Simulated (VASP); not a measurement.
# Zn (P6/mmm) in VASP: notebook, part 2 of 2

VASP 6.6.1.

## 4. Single point, LDA (volume scaled by 1.04)

Contents of INCAR:

```
SYSTEM = Zn
ALGO = Normal
EDIFF = 1E-6
ENCUT = 520
GGA = CA
ISIF = 2
ISMEAR = -1
LASPH = .TRUE.
LCHARG = .FALSE.
LREAL = .FALSE.
LWAVE = .FALSE.
NBANDS = 25
NELM = 80
PREC = Accurate
SIGMA = 0.1
```

Contents of KPOINTS:

```
k-points
0
G
  10 10 14
  0 0 0
```

Contents of POSCAR:

```
Zn
1.0
    4.3449538926      0.0000000000      0.0000000000
   -2.1724769463      3.7628404492      0.0000000000
    0.0000000000      0.0000000000      2.6465768040
Zn
3
Direct
    1.0000000000      1.0000000000      0.0000000000
    0.3333333333      0.6666666667      0.5000000000
    0.6666666667      0.3333333333      0.5000000000
```

Potentials or basis: VASP PAW LDA potentials, release 64 (Zn).

On the command line:

```sh
> cat potpaw_LDA.64/Zn/POTCAR > POTCAR
> mpirun -np 1 vasp_std > vasp.out
```

OUTCAR:

```text
SYSTEM = Zn
   EDIFF = 1E-6
   ENCUT = 520
   GGA = CA
   ISIF = 2
   ISMEAR = -1
   LASPH = .TRUE.
   LREAL = .FALSE.
   NELM = 80
   PREC = Accurate

 ion  position               nearest neighbor table
   1  0.000  0.000  0.000-   2 2.84   3 2.84   2 2.84   3 2.84   2 2.84   2 2.84   3 2.84   3 2.84
                             3 2.84   3 2.84   2 2.84   2 2.84
   2  0.333  0.667  0.500-   3 2.51   3 2.51   3 2.51   1 2.84   1 2.84   1 2.84   1 2.84   1 2.84
                             1 2.84
   3  0.667  0.333  0.500-   2 2.51   2 2.51   2 2.51   1 2.84   1 2.84   1 2.84   1 2.84   1 2.84
                             1 2.84

  LATTYP: Found a hexagonal cell.
 ALAT       =     4.3449538926
 C/A-ratio  =     0.6091150492

  Lattice vectors:

 A1 = (   4.3449538926,   0.0000000000,   0.0000000000)
 A2 = (  -2.1724769463,   3.7628404492,   0.0000000000)
 A3 = (   0.0000000000,   0.0000000000,   2.6465768040)

Analysis of symmetry for initial positions (statically):
=====================================================================
 Subroutine PRICEL returns:
 Original cell was already a primitive cell.

 Routine SETGRP: Setting up the symmetry group for a
 hexagonal supercell.

 Subroutine GETGRP returns: Found 24 space group operations
 (whereof 24 operations were pure point group operations)
 out of a pool of 24 trial point group operations.

The static configuration has the point symmetry D_6h.

Analysis of symmetry for dynamics (positions and initial velocities):
=====================================================================
 Subroutine PRICEL returns:
 Original cell was already a primitive cell.

 Routine SETGRP: Setting up the symmetry group for a
 hexagonal supercell.

 Subroutine GETGRP returns: Found 24 space group operations
 (whereof 24 operations were pure point group operations)
 out of a pool of 24 trial point group operations.

The dynamic configuration has the point symmetry D_6h.

 Subroutine INISYM returns: Found 24 space group operations
 (whereof 24 operations are pure point group operations),
 and found     1 'primitive' translations

----------------------------------------------------------------------------------------

                                     Primitive cell

  volume of cell :      43.2699

  direct lattice vectors                    reciprocal lattice vectors
     4.344953893  0.000000000  0.000000000     0.230152040  0.132878342  0.000000000
    -2.172476946  3.762840449  0.000000000     0.000000000  0.265756684  0.000000000
     0.000000000  0.000000000  2.646576804     0.000000000  0.000000000  0.377846582

  length of vectors
     4.344953893  4.344953893  2.646576804     0.265756684  0.265756684  0.377846582

  position of ions in fractional coordinates (direct lattice)
     0.000000000  0.000000000  0.000000000
     0.333333333  0.666666667  0.500000000
     0.666666667  0.333333333  0.500000000

  ion indices of the primitive-cell ions
   primitive index   ion index
                 1           1
                 2           2
                 3           3

----------------------------------------------------------------------------------------

 KPOINTS: k-points

Automatic generation of k-mesh.
 Grid dimensions read from file:
 generate k-points for:   10   10   14

 Generating k-lattice:

  Cartesian coordinates                     Fractional coordinates (reciprocal lattice)
     0.023015204  0.013287834  0.000000000     0.100000000  0.000000000  0.000000000
     0.000000000  0.026575668  0.000000000     0.000000000  0.100000000  0.000000000
     0.000000000  0.000000000  0.026989042     0.000000000  0.000000000  0.071428571

  Length of vectors
     0.026575668  0.026575668  0.026989042

  Shift w.r.t. Gamma in fractional coordinates (k-lattice)
     0.000000000  0.000000000  0.000000000

 Subroutine IBZKPT returns following result:
 ===========================================

 Found    112 irreducible k-points:

 Following reciprocal coordinates:
            Coordinates               Weight
  0.000000  0.000000  0.000000      1.000000
  0.100000 -0.000000  0.000000      6.000000
  0.200000 -0.000000  0.000000      6.000000
  0.300000 -0.000000  0.000000      6.000000
  0.400000 -0.000000  0.000000      6.000000
  0.500000 -0.000000  0.000000      3.000000
[... 16 lines left out ...]
  0.300000  0.100000  0.071429     24.000000
  0.400000  0.100000  0.071429     24.000000
 [... further k-points ...]
   k-points           NKPTS =    112   k-points in BZ     NKDIM =    112   number of bands    NBANDS=     25
   number of dos      NEDOS =    301   number of ions     NIONS =      3
   total plane-waves  NPLWV =  20480
   dimension x,y,z NGX =    32 NGY =   32 NGZ =   20
   dimension x,y,z NGXF=    64 NGYF=   64 NGZF=   40
   ions per type =               3
   NGX,Y,Z   is equivalent  to a cutoff of  12.24, 12.24, 12.56 a.u.
   NGXF,Y,Z  is equivalent  to a cutoff of  24.49, 24.49, 25.13 a.u.
 SYSTEM =  Zn
   PREC   = accura    normal or accurate (medium, high low for compatibility)
   ISTART =      0    job   : 0-new  1-cont  2-samecut
   ICHARG =      2    charge: 1-file 2-atom 10-const
   ISPIN  =      1    spin polarized calculation?
   LNONCOLLINEAR =      F non collinear calculations
   LSORBIT =      F    spin-orbit coupling
   LASPH  =      T    aspherical Exc in radial PAW
   ENCUT  =  520.0 eV  38.22 Ry    6.18 a.u.   8.08  8.08  4.92*2*pi/ulx,y,z
   NELM   =     80;   NELMIN=  2; NELMDL= -5     # of ELM steps
   EDIFF  = 0.1E-05   stopping-criterion for ELM
   LREAL  =      F    real-space projection
   EDIFFG = 0.1E-04   stopping-criterion for IOM
   NSW    =      0    number of steps for IOM
   IBRION =     -1    ionic relax: 0-MD 1-quasi-New 2-CG
   NFREE  =      0    steps in history (QN), initial steepest desc. (CG)
   ISIF   =      2    stress and relaxation
   ISYM   =      2    0-nonsym 1-usesym 2-fastsym
   POTIM  = 0.5000    time-step for ionic-motion
   TEBEG  =    0.0;   TEEND  =   0.0 temperature during run
   PSTRESS=    0.0 pullay stress
   NELECT =      36.0000    total number of electrons
   NUPDOWN=      -1.0000    fix difference up-down
   EMIN   =  10.00;   EMAX   =-10.00  energy-range for DOS
   EFERMI =   0.00;   METHOD = LEGACY
   ISMEAR =    -1;   SIGMA  =   0.10  broadening in eV -4-tet -1-fermi 0-gaus
   EFERMI_NEDOS =   21; number of points for ismear=-14 and -15
   IALGO  =     38    algorithm
   IMIX   =      4    mixing-type and parameters
     AMIX     =   0.40;   BMIX     =  1.00
     AMIX_MAG =   1.60;   BMIX_MAG =  1.00
  volume/ion in A,a.u.               =      14.42        97.33
  Fermi-wavevector in a.u.,A,eV,Ry     =   1.539739  2.909685 32.256650  2.370797
  Thomas-Fermi vector in A             =   2.645925
   LORBIT       =      0    0 simple, 1 ext, 2 COOP (PROOUT), +10 PAW based schemes
   GGA     = CA    functional components
   LHFCALC =     F    Hartree Fock is set to
   AEXX    =    0.0000 exact exchange contribution
   IVDW    =     0    specifies the selected vdW correction
   LEPSILON=     F    determine dielectric tensor
   LRPA    =     F    only Hartree local field effects (RPA)
 non-spin polarized calculation
  energy-cutoff  :      520.00
  volume of cell :       43.27
 maximum number of plane-waves:      1188
   NGX = 17   NGY = 17   NGZ =  9

 number of electron      36.0000022 magnetization

 Free energy of the ion-electron system (eV)
  ---------------------------------------------------
  ext. energy  EPLUGINS =         0.00000000
  ---------------------------------------------------
  free energy    TOTEN  =        -5.29181907 eV

  energy without entropy =       -5.26530496  energy(sigma->0) =       -5.27856201

 E-fermi :   3.4022     XC(G=0): -12.1770

 val. band max:        3.3853388150   @ k =   0.5000  -0.0000   0.4286
 cond. band min:       3.4251350528   @ k =   0.1000  -0.0000   0.1429
 fundamental gap:      0.0397962378
 Fermi energy:         3.4021894228

 k-point     1 :       0.0000    0.0000    0.0000
  band No.  band energies     occupation
      1      -7.5508      2.00000
      2      -5.3467      2.00000
      3      -4.8037      2.00000
      4      -4.7370      2.00000
      5      -4.7370      2.00000
      6      -4.7281      2.00000
[... 661 lines left out ...]
     24      14.8737      0.00000
     25      15.1222      0.00000

 [... further k-points ...]

------------------------ aborting loop because EDIFF is reached ----------------------------------------

  FORCE on cell =-STRESS in cart. coord.  units (eV):
  Direction    XX          YY          ZZ          XY          YZ          ZX
  --------------------------------------------------------------------------------------
  -------------------------------------------------------------------------------------
  Total       -0.8469979     -0.8469979     -0.5601489      0.0000000     -0.0000000      0.0000000
  in kB      -31.3622673    -31.3622673    -20.7409483      0.0000000     -0.0000000      0.0000000
  external PRESSURE =     -27.8218276 kB  Pullay stress =       0.0000000 kB

 VOLUME and BASIS-vectors are now :
 -----------------------------------------------------------------------------
  energy-cutoff  :      520.00
  volume of cell :       43.27
      direct lattice vectors                 reciprocal lattice vectors
     4.344953893  0.000000000  0.000000000     0.230152040  0.132878342  0.000000000
    -2.172476946  3.762840449  0.000000000     0.000000000  0.265756684  0.000000000
     0.000000000  0.000000000  2.646576804     0.000000000  0.000000000  0.377846582

 POSITION                                       TOTAL-FORCE (eV/Angst)
 -----------------------------------------------------------------------------------
      0.00000      0.00000      0.00000         0.000000      0.000000      0.000000
     -0.00000      2.50856      1.32329         0.000000      0.000000      0.000000
      2.17248      1.25428      1.32329        -0.000000      0.000000      0.000000
 -----------------------------------------------------------------------------------
    total drift:                               -0.000000      0.000000      0.000000

  FREE ENERGIE OF THE ION-ELECTRON SYSTEM (eV)
  ---------------------------------------------------
  free  energy   TOTEN  =        -5.2918190697 eV

  energy  without entropy=       -5.2653049592  energy(sigma->0) =       -5.27856201
```

OSZICAR:

```text
N       E                     dE             d eps       ncg     rms          rms(c)
DAV:   1     0.193474447886E+03    0.19347E+03   -0.18309E+04  5768   0.234E+03
DAV:   2     0.468836301629E+01   -0.18879E+03   -0.18286E+03  5640   0.359E+02
DAV:   3    -0.560368330682E+01   -0.10292E+02   -0.10216E+02  6145   0.966E+01
DAV:   4    -0.569780495932E+01   -0.94122E-01   -0.94082E-01  6469   0.969E+00
DAV:   5    -0.569795061695E+01   -0.14566E-03   -0.14565E-03  6493   0.330E-01    0.564E+00
DAV:   6    -0.533152953385E+01    0.36642E+00   -0.15264E+00  6663   0.231E+01    0.415E+00
DAV:   7    -0.530440007323E+01    0.27129E-01   -0.68288E-02  6633   0.391E+00    0.208E+00
DAV:   8    -0.529184859962E+01    0.12551E-01   -0.43558E-03  8585   0.109E+00    0.677E-02
DAV:   9    -0.529181276308E+01    0.35837E-04   -0.61225E-04  6681   0.470E-01    0.417E-02
DAV:  10    -0.529181860018E+01   -0.58371E-05   -0.87648E-05  6511   0.139E-01    0.178E-02
DAV:  11    -0.529181906967E+01   -0.46950E-06   -0.84738E-06  6108   0.613E-02
   1 F= -.52918191E+01 E0= -.52785620E+01  d E =-.265141E-01
```

stdout:

```text
POSCAR found type information on POSCAR Zn
 POSCAR found :  1 types and       3 ions
 scaLAPACK will be used
 LDA part: xc-table for (Slater(with rela. corr.)+CA(PZ))
 , standard interpolation
 POSCAR, INCAR and KPOINTS ok, starting setup
 FFT: planning ... GRIDC
 FFT: planning ... GRID_SOFT
 FFT: planning ... GRID
 WAVECAR not read
 entering main loop
```

Wall time 1.8 min (1 thread of AMD EPYC 7R13, shared host); peak memory 0.17 GiB.

What came out:

```yaml
Free_energy: -5.2918 eV
Pressure: -2.8 GPa
Band_gap_on_the_k_mesh: zero (band 18 reaches 7.72 eV, above the bottom of band 19 at 2.37 eV)
```

## 5. Overview

```csv
cell,gap on the mesh (eV),pressure (GPa)
"a = 4.231, b = 4.231, c = 2.577 Å, angles 90.0, 90.0, 120.0°, 3 atoms",none,4.9
"a = 4.289, b = 4.289, c = 2.612 Å, angles 90.0, 90.0, 120.0°, 3 atoms",none,0.6
"a = 4.345, b = 4.345, c = 2.647 Å, angles 90.0, 90.0, 120.0°, 3 atoms",none,-2.8
```

Alike in all rows: task single point; level LDA; potentials or basis VASP PAW LDA potentials, release 64 (Zn); no spin polarisation; k mesh 10 × 10 × 14; cutoff (eV) 520; smearing fermi-dirac 0.1 eV.

Absolute energies hang on the potentials; compare differences alone.
